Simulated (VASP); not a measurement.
# Li2CdSiS4 (I-42m) in VASP: a series of runs

Li2CdSiS4 is run at these levels: PBEsol; tasks: single point, relaxation of cell and atoms.

All numbers are computed with VASP 6.6.1; they aren't measurements. Logs are shortened: lines on timing, memory, paths and dates and some standing lists are left out, and cuts for length are marked.

**1. The cell of the first run**

Symmetry: I-42m, No. 121, tetragonal system. Conventional cell: a = 5.426 Å, b = 5.426 Å, c = 10.912 Å, α = 90.00°, β = 90.00°, γ = 90.00°. Li (site symmetry -4) has 4 S at 2.39 Å within 3.2 Å. Within 3.3 Å of Cd (site symmetry -42m) lie 4 S at 2.54 Å. Within 2.8 Å of Si (site symmetry -42m) lie 4 S at 2.14 Å. Within 2.8 Å of S (site symmetry m) lie 1 Si at 2.14 Å and 2 Li at 2.39 Å and 1 Cd at 2.54 Å.

**2. Single point, PBEsol**

File INCAR:

```
SYSTEM = Li2CdSiS4
PREC = Accurate
ENCUT = 520
EDIFF = 1E-7
ISMEAR = -1
SIGMA = 0.03
LREAL = .FALSE.
LASPH = .TRUE.
NELM = 60
ALGO = Normal
ISIF = 2
LWAVE = .FALSE.
LCHARG = .FALSE.
GGA = PS
NBANDS = 33
```

File KPOINTS:

```
regular mesh
0
G
  6 6 6
  0 0 0
```

File POSCAR:

```
Li2CdSiS4
1.0
   -2.7130688761      2.7130688761      5.4557596652
    2.7130688761     -2.7130688761      5.4557596652
    2.7130688761      2.7130688761     -5.4557596652
Li Cd Si S
2 1 1 4
Direct
    0.7500000000      0.2500000000      0.5000000000
    0.2500000000      0.7500000000      0.5000000000
    0.0000000000      0.0000000000      0.0000000000
    0.5000000000      0.5000000000      0.0000000000
    0.8399764755      0.8399764755      0.4368453934
    0.1600235245      0.5968689180      0.0000000000
    0.5968689180      0.1600235245      0.0000000000
    0.4031310820      0.4031310820      0.5631546066
```

Potentials or basis: VASP PAW PBE potentials, release 64 (Li_sv, Cd, Si, S).

Run with:

```sh
$ cat potpaw_PBE.64/Li_sv/POTCAR potpaw_PBE.64/Cd/POTCAR potpaw_PBE.64/Si/POTCAR potpaw_PBE.64/S/POTCAR > POTCAR
$ mpirun -np 1 vasp_std > vasp.out
```

OUTCAR:

```text
SYSTEM = Li2CdSiS4
   PREC = Accurate
   ENCUT = 520
   EDIFF = 1E-7
   ISMEAR = -1
   LREAL = .FALSE.
   LASPH = .TRUE.
   NELM = 60
   ISIF = 2
   GGA = PS

 ion  position               nearest neighbor table
   1  0.750  0.250  0.500-   5 2.39   6 2.39   7 2.39   8 2.39
   2  0.250  0.750  0.500-   5 2.39   7 2.39   6 2.39   8 2.39
   3  0.000  0.000  0.000-   6 2.54   7 2.54   8 2.54   5 2.54
   4  0.500  0.500  0.000-   8 2.14   7 2.14   6 2.14   5 2.14
   5  0.840  0.840  0.437-   4 2.14   2 2.39   1 2.39   3 2.54
   6  0.160  0.597  0.000-   4 2.14   2 2.39   1 2.39   3 2.54
   7  0.597  0.160  0.000-   4 2.14   1 2.39   2 2.39   3 2.54
   8  0.403  0.403  0.563-   4 2.14   2 2.39   1 2.39   3 2.54

  LATTYP: Found a body centered tetragonal cell.
 ALAT       =     5.4261377522
 C/A-ratio  =     2.0109182311

  Lattice vectors:

 A1 = (  -2.7130688761,   2.7130688761,   5.4557596652)
 A2 = (   2.7130688761,  -2.7130688761,   5.4557596652)
 A3 = (   2.7130688761,   2.7130688761,  -5.4557596652)

Analysis of symmetry for initial positions (statically):
=====================================================================
 Subroutine PRICEL returns:
 Original cell was already a primitive cell.

 Routine SETGRP: Setting up the symmetry group for a
 body centered tetragonal supercell.

 Subroutine GETGRP returns: Found  8 space group operations
 (whereof  8 operations were pure point group operations)
 out of a pool of 16 trial point group operations.

The static configuration has the point symmetry D_2d.

Analysis of symmetry for dynamics (positions and initial velocities):
=====================================================================
 Subroutine PRICEL returns:
 Original cell was already a primitive cell.

 Routine SETGRP: Setting up the symmetry group for a
 body centered tetragonal supercell.

 Subroutine GETGRP returns: Found  8 space group operations
 (whereof  8 operations were pure point group operations)
 out of a pool of 16 trial point group operations.

The dynamic configuration has the point symmetry D_2d.

 Subroutine INISYM returns: Found  8 space group operations
 (whereof  8 operations are pure point group operations),
 and found     1 'primitive' translations

----------------------------------------------------------------------------------------

                                     Primitive cell

  volume of cell :     160.6338

  direct lattice vectors                    reciprocal lattice vectors
    -2.713068876  2.713068876  5.455759665     0.000000000  0.184293147  0.091646266
     2.713068876 -2.713068876  5.455759665     0.184293147  0.000000000  0.091646266
     2.713068876  2.713068876 -5.455759665     0.184293147  0.184293147  0.000000000

  length of vectors
     6.669842500  6.669842500  6.669842500     0.205822744  0.205822744  0.260629867

  position of ions in fractional coordinates (direct lattice)
     0.750000000  0.250000000  0.500000000
     0.250000000  0.750000000  0.500000000
     0.000000000  0.000000000  0.000000000
     0.500000000  0.500000000  0.000000000
     0.839976476  0.839976476  0.436845393
     0.160023524  0.596868918  0.000000000
     0.596868918  0.160023524  0.000000000
     0.403131082  0.403131082  0.563154607

  ion indices of the primitive-cell ions
   primitive index   ion index
                 1           1
                 2           2
                 3           3
                 4           4
                 5           5
                 6           6
                 7           7
                 8           8

----------------------------------------------------------------------------------------

 KPOINTS: regular mesh

Automatic generation of k-mesh.
 Grid dimensions read from file:
 generate k-points for:    6    6    6

 Generating k-lattice:

  Cartesian coordinates                     Fractional coordinates (reciprocal lattice)
     0.000000000  0.030715524  0.015274378     0.166666667  0.000000000 -0.000000000
     0.030715524  0.000000000  0.015274378     0.000000000  0.166666667 -0.000000000
     0.030715524  0.030715524  0.000000000     0.000000000  0.000000000  0.166666667

  Length of vectors
     0.034303791  0.034303791  0.043438311

  Shift w.r.t. Gamma in fractional coordinates (k-lattice)
     0.000000000  0.000000000  0.000000000

 Subroutine IBZKPT returns following result:
 ===========================================

 Found     30 irreducible k-points:

 Following reciprocal coordinates:
            Coordinates               Weight
  0.000000  0.000000  0.000000      1.000000
  0.166667  0.000000  0.000000      8.000000
  0.333333 -0.000000  0.000000      8.000000
  0.500000  0.000000 -0.000000      4.000000
  0.166667  0.166667  0.000000      8.000000
  0.333333  0.166667  0.000000     16.000000
[... 16 lines left out ...]
 -0.333333 -0.333333  0.166667      8.000000
 -0.166667 -0.333333  0.166667      8.000000
 [... further k-points ...]
   k-points           NKPTS =     30   k-points in BZ     NKDIM =     30   number of bands    NBANDS=     33
   number of dos      NEDOS =    301   number of ions     NIONS =      8
   total plane-waves  NPLWV = 125000
   dimension x,y,z NGX =    50 NGY =   50 NGZ =   50
   dimension x,y,z NGXF=   100 NGYF=  100 NGZF=  100
   ions per type =               2   1   1   4
   NGX,Y,Z   is equivalent  to a cutoff of  12.46, 12.46, 12.46 a.u.
   NGXF,Y,Z  is equivalent  to a cutoff of  24.93, 24.93, 24.93 a.u.
 SYSTEM =  Li2CdSiS4
   PREC   = accura    normal or accurate (medium, high low for compatibility)
   ISTART =      0    job   : 0-new  1-cont  2-samecut
   ICHARG =      2    charge: 1-file 2-atom 10-const
   ISPIN  =      1    spin polarized calculation?
   LNONCOLLINEAR =      F non collinear calculations
   LSORBIT =      F    spin-orbit coupling
   LASPH  =      T    aspherical Exc in radial PAW
   ENCUT  =  520.0 eV  38.22 Ry    6.18 a.u.  12.40 12.40 12.40*2*pi/ulx,y,z
   NELM   =     60;   NELMIN=  2; NELMDL= -5     # of ELM steps
   EDIFF  = 0.1E-06   stopping-criterion for ELM
   LREAL  =      F    real-space projection
   EDIFFG = 0.1E-05   stopping-criterion for IOM
   NSW    =      0    number of steps for IOM
   IBRION =     -1    ionic relax: 0-MD 1-quasi-New 2-CG
   NFREE  =      0    steps in history (QN), initial steepest desc. (CG)
   ISIF   =      2    stress and relaxation
   ISYM   =      2    0-nonsym 1-usesym 2-fastsym
   POTIM  = 0.5000    time-step for ionic-motion
   TEBEG  =    0.0;   TEEND  =   0.0 temperature during run
   PSTRESS=    0.0 pullay stress
   NELECT =      46.0000    total number of electrons
   NUPDOWN=      -1.0000    fix difference up-down
   EMIN   =  10.00;   EMAX   =-10.00  energy-range for DOS
   EFERMI =   0.00;   METHOD = LEGACY
   ISMEAR =    -1;   SIGMA  =   0.03  broadening in eV -4-tet -1-fermi 0-gaus
   EFERMI_NEDOS =   21; number of points for ismear=-14 and -15
   IALGO  =     38    algorithm
   IMIX   =      4    mixing-type and parameters
     AMIX     =   0.40;   BMIX     =  1.00
     AMIX_MAG =   1.60;   BMIX_MAG =  1.00
  volume/ion in A,a.u.               =      20.08       135.50
  Fermi-wavevector in a.u.,A,eV,Ry     =   1.079067  2.039141 15.842433  1.164386
  Thomas-Fermi vector in A             =   2.215022
   LORBIT       =      0    0 simple, 1 ext, 2 COOP (PROOUT), +10 PAW based schemes
   GGA     = PS    functional components
   LHFCALC =     F    Hartree Fock is set to
   AEXX    =    0.0000 exact exchange contribution
   IVDW    =     0    specifies the selected vdW correction
   LEPSILON=     F    determine dielectric tensor
   LRPA    =     F    only Hartree local field effects (RPA)
 non-spin polarized calculation
  energy-cutoff  :      520.00
  volume of cell :      160.63
 maximum number of plane-waves:      4348
 NGX is ok and might be reduce to    50
   NGX = 25   NGY = 25   NGZ = 25

 number of electron      45.9999995 magnetization

 Free energy of the ion-electron system (eV)
  ---------------------------------------------------
  ext. energy  EPLUGINS =         0.00000000
  ---------------------------------------------------
  free energy    TOTEN  =       -36.23754859 eV

  energy without entropy =      -36.23754859  energy(sigma->0) =      -36.23754859

 E-fermi :   2.5482     XC(G=0):  -9.0761

 val. band max:        1.9416869625   @ k =   0.5000   0.5000   0.0000
 cond. band min:       4.5351067971   @ k =   0.0000   0.0000   0.0000
 fundamental gap:      2.5934198346
 Fermi energy:         2.5481807279

 k-point     1 :       0.0000    0.0000    0.0000
  band No.  band energies     occupation
      1     -41.3742      2.00000
      2     -41.3730      2.00000
      3     -11.1632      2.00000
      4      -9.5402      2.00000
      5      -9.3682      2.00000
      6      -9.3682      2.00000
[... 25 lines left out ...]
     32       8.5189      0.00000
     33      10.1640      0.00000

 k-point     2 :       0.1667    0.0000    0.0000
  band No.  band energies     occupation
      1     -41.3741      2.00000
      2     -41.3731      2.00000
      3     -11.1097      2.00000
      4      -9.5576      2.00000
      5      -9.4241      2.00000
      6      -9.3878      2.00000
[... 25 lines left out ...]
     32       8.9411      0.00000
     33       9.7692      0.00000

 k-point     3 :       0.3333   -0.0000    0.0000
  band No.  band energies     occupation
      1     -41.3739      2.00000
      2     -41.3733      2.00000
      3     -10.9864      2.00000
      4      -9.6307      2.00000
      5      -9.5172      2.00000
      6      -9.4250      2.00000
[... 25 lines left out ...]
     32       9.5151      0.00000
     33       9.6352      0.00000

 k-point     4 :       0.5000    0.0000   -0.0000
  band No.  band energies     occupation
      1     -41.3736      2.00000
      2     -41.3736      2.00000
      3     -10.9128      2.00000
      4      -9.7026      2.00000
      5      -9.5420      2.00000
      6      -9.4428      2.00000
[... 25 lines left out ...]
     32       9.2835      0.00000
     33       9.5733      0.00000

 k-point     5 :       0.1667    0.1667    0.0000
  band No.  band energies     occupation
      1     -41.3741      2.00000
      2     -41.3732      2.00000
      3     -11.0475      2.00000
      4      -9.6027      2.00000
      5      -9.4534      2.00000
      6      -9.4171      2.00000
[... 604 lines left out ...]
 k-point    22 :      -0.1667    0.5000    0.1667
  band No.  band energies     occupation
      1     -41.3739      2.00000
      2     -41.3733      2.00000
      3     -10.9394      2.00000
      4      -9.6969      2.00000
      5      -9.5501      2.00000
      6      -9.4097      2.00000
[... 25 lines left out ...]
     32       9.4852      0.00000
     33       9.6087      0.00000

 k-point    23 :      -0.3333   -0.3333    0.1667
  band No.  band energies     occupation
      1     -41.3740      2.00000
      2     -41.3732      2.00000
      3     -10.9824      2.00000
      4      -9.7128      2.00000
      5      -9.4574      2.00000
      6      -9.4220      2.00000
[... 25 lines left out ...]
     32       9.3392      0.00000
     33       9.6806      0.00000

 k-point    24 :      -0.1667   -0.3333    0.1667
  band No.  band energies     occupation
      1     -41.3741      2.00000
      2     -41.3731      2.00000
      3     -11.0513      2.00000
      4      -9.6645      2.00000
      5      -9.4304      2.00000
      6      -9.3862      2.00000
[... 25 lines left out ...]
     32       9.4325      0.00000
     33       9.5185      0.00000

 [... further k-points ...]

------------------------ aborting loop because EDIFF is reached ----------------------------------------

  FORCE on cell =-STRESS in cart. coord.  units (eV):
  Direction    XX          YY          ZZ          XY          YZ          ZX
  --------------------------------------------------------------------------------------
  -------------------------------------------------------------------------------------
  Total        0.1170199      0.1170199      0.1277705      0.0000000      0.0000000      0.0000000
  in kB        1.1671678      1.1671678      1.2743953      0.0000000      0.0000000      0.0000000
  external PRESSURE =       1.2029103 kB  Pullay stress =       0.0000000 kB

 VOLUME and BASIS-vectors are now :
 -----------------------------------------------------------------------------
  energy-cutoff  :      520.00
  volume of cell :      160.63
      direct lattice vectors                 reciprocal lattice vectors
    -2.713068876  2.713068876  5.455759665     0.000000000  0.184293147  0.091646266
     2.713068876 -2.713068876  5.455759665     0.184293147  0.000000000  0.091646266
     2.713068876  2.713068876 -5.455759665     0.184293147  0.184293147  0.000000000

 POSITION                                       TOTAL-FORCE (eV/Angst)
 -----------------------------------------------------------------------------------
     -0.00000      2.71307      2.72788        -0.000000      0.000000     -0.000000
      2.71307     -0.00000      2.72788        -0.000000      0.000000     -0.000000
      0.00000      0.00000      0.00000        -0.000000      0.000000     -0.000000
      0.00000      0.00000      5.45576        -0.000000      0.000000     -0.000000
      1.18519      1.18519      6.78210        -0.027253     -0.027253      0.003545
      1.18519     -1.18519      4.12942        -0.027253      0.027253     -0.003545
     -1.18519      1.18519      4.12942         0.027253     -0.027253     -0.003545
      1.52788      1.52788      1.32634         0.027253      0.027253      0.003545
 -----------------------------------------------------------------------------------
    total drift:                                0.000000      0.000000      0.000000

  FREE ENERGIE OF THE ION-ELECTRON SYSTEM (eV)
  ---------------------------------------------------
  free  energy   TOTEN  =       -36.2375485923 eV

  energy  without entropy=      -36.2375485922  energy(sigma->0) =      -36.23754859
```

It took 2 min on 1 thread of Intel Xeon 6975P-C (Granite Rapids), shared host; peak memory 0.42 GiB.

What came out:

- Free energy: -36.2375 eV
- Largest force: 0.039 eV/Å
- Band gap on the k mesh: 2.59 eV (least direct gap 2.85 eV)

Forces in eV/Å, atoms in the order of the input:
```
Li   0.000  0.000  0.000
Li   0.000  0.000  0.000
Cd   0.000  0.000  0.000
Si   0.000  0.000  0.000
S   -0.027 -0.027  0.004
S   -0.027  0.027 -0.004
S    0.027 -0.027 -0.004
S    0.027  0.027  0.004
```

Levels at points of the mesh, in eV from the valence-band top:
```csv
k point,band 20,band 21,band 22,band 23,band 24,band 25,band 26,band 27
"(0.00, 0.00, 0.00)",-1.19,-0.32,-0.25,-0.25,2.59,3.10,5.28,5.46
"(0.50, 0.00, 0.00)",-1.05,-0.89,-0.65,-0.35,4.50,4.78,5.23,5.25
"(0.50, 0.50, 0.00)",-0.62,-0.60,-0.24,0.00,3.01,3.82,5.36,5.61
"(0.50, 0.50, 0.50)",-0.85,-0.85,-0.81,-0.81,3.40,3.71,3.71,4.13
```

Caveat: the cutoff is under 1.25 times the usual one of these potentials, so pressure, stress and relaxed cells hold a basis-set (Pulay) error; the PAW data sets were made with another functional, which shifts forces and pressure a little. A k mesh can miss the band edges.

**3. Relaxation of cell and atoms, PBEsol**

This run uses another cell than the first one, of 16.85 Å³/atom.

File INCAR:

```
PREC = Accurate ; ENCUT = 600
EDIFF = 1E-7 ; ISMEAR = -1
SIGMA = 0.03 ; LREAL = F
LASPH = T ; NELM = 60
ALGO = Normal ; ISIF = 3
LWAVE = F ; LCHARG = F
GGA = PS ; IBRION = 2
NSW = 100 ; EDIFFG = -0.01
```

File KPOINTS:

```
regular mesh
0
Gamma
  6 6 6
```

File POSCAR:

```
Li2CdSiS4
1.0
   -2.5636372678      2.5636372678      5.1272745356
    2.5636372678     -2.5636372678      5.1272745356
    2.5636372678      2.5636372678     -5.1272745356
Li Cd Si S
2 1 1 4
Direct
    0.7500000000      0.2500000000      0.5000000000
    0.2500000000      0.7500000000      0.5000000000
    0.0000000000      0.0000000000      0.0000000000
    0.5000000000      0.5000000000      0.0000000000
    0.8830000000      0.8830000000      0.5100000000
    0.1170000000      0.6270000000      0.0000000000
    0.6270000000      0.1170000000      0.0000000000
    0.3730000000      0.3730000000      0.4900000000
```

Potentials or basis: VASP PAW PBE potentials, release 64 (Li_sv, Cd, Si, S).

Run with:

```sh
$ cat potpaw_PBE.64/Li_sv/POTCAR potpaw_PBE.64/Cd/POTCAR potpaw_PBE.64/Si/POTCAR potpaw_PBE.64/S/POTCAR > POTCAR
$ mpirun -np 1 vasp_std > vasp.out
```

It took 14 min on 1 thread of Intel Xeon 6975P-C (Granite Rapids), shared host; peak memory 0.47 GiB.

It converged, with:

```
Free energy                           : -36.2294 eV
Relaxed volume                        : 20.12 Å³/atom
Relaxed cell                          : a = 6.676 Å, b = 6.676 Å, c = 6.676 Å, α = 132.03°, β = 132.03°, γ = 70.18°
Space group after relaxing (to 0.1 Å) : I-42m (No. 121)
Energy gained by relaxing             : 392.4 meV/atom
Ionic steps                           : 14
Pressure after relaxing               : 0.1 GPa
Largest force after relaxing          : 0.009 eV/Å
Band gap on the k mesh                : 2.58 eV (least direct gap 2.84 eV)
```

Forces on the atoms (eV/Å):
```
Li   0.000  0.000  0.000
Li   0.000  0.000  0.000
Cd   0.000  0.000  0.000
Si   0.000  0.000  0.000
S   -0.005 -0.005  0.004
S   -0.005  0.005 -0.004
S    0.005 -0.005 -0.004
S    0.005  0.005  0.004
```

Step by step:
```csv
step,energy change (eV),largest force (eV/Å),pressure (GPa),volume (Å³)
1,0.0000,4.6316,15.12,134.79
2,-2.5429,1.7123,-5.00,168.25
3,-2.5853,1.7600,-3.48,162.81
4,-3.0967,0.4293,0.25,157.12
5,-3.1065,0.2316,1.01,156.28
6,-3.1064,0.2517,0.89,156.41
7,-3.1265,0.1732,0.29,158.70
8,-3.1332,0.1003,-0.29,161.08
9,-3.1359,0.0550,0.09,160.55
10,-3.1360,0.0601,0.15,160.46
11,-3.1377,0.0121,0.04,160.72
12,-3.1379,0.0496,-0.03,160.89
13,-3.1389,0.0317,0.01,160.91
14,-3.1393,0.0087,0.06,160.94
```

Final structure:
```cif
data_structure
_symmetry_space_group_name_H-M 'P 1'
_symmetry_Int_Tables_number 1
_cell_length_a 6.6764
_cell_length_b 6.6764
_cell_length_c 6.6764
_cell_angle_alpha 132.030
_cell_angle_beta 132.030
_cell_angle_gamma 70.181
_cell_volume 160.94
loop_
_atom_site_label
_atom_site_type_symbol
_atom_site_fract_x
_atom_site_fract_y
_atom_site_fract_z
_atom_site_occupancy
Li1 Li 0.75000 0.25000 0.50000 1
Li2 Li 0.25000 0.75000 0.50000 1
Cd1 Cd 0.00000 0.00000 0.00000 1
Si1 Si 0.50000 0.50000 0.00000 1
S1 S 0.83959 0.83959 0.43620 1
S2 S 0.16041 0.59661 0.00000 1
S3 S 0.59661 0.16041 0.00000 1
S4 S 0.40339 0.40339 0.56380 1
```

Levels at points of the mesh, in eV from the valence-band top:
```
           k point  band 20  band 21  band 22  band 23  band 24  band 25  band 26  band 27
(0.00, 0.00, 0.00)    -1.18    -0.33    -0.26    -0.26     2.58     3.10     5.27     5.46
(0.50, 0.00, 0.00)    -1.05    -0.90    -0.65    -0.35     4.50     4.77     5.22     5.23
(0.50, 0.50, 0.00)    -0.62    -0.60    -0.25     0.00     3.00     3.81     5.35     5.62
(0.50, 0.50, 0.50)    -0.85    -0.85    -0.81    -0.81     3.39     3.71     3.71     4.13
```

Caveat: the cutoff is under 1.25 times the usual one of these potentials, so pressure, stress and relaxed cells hold a basis-set (Pulay) error; the volume moved by over 15 % at a fixed basis, so the end points are rough; the PAW data sets were made with another functional, which shifts forces and pressure a little.
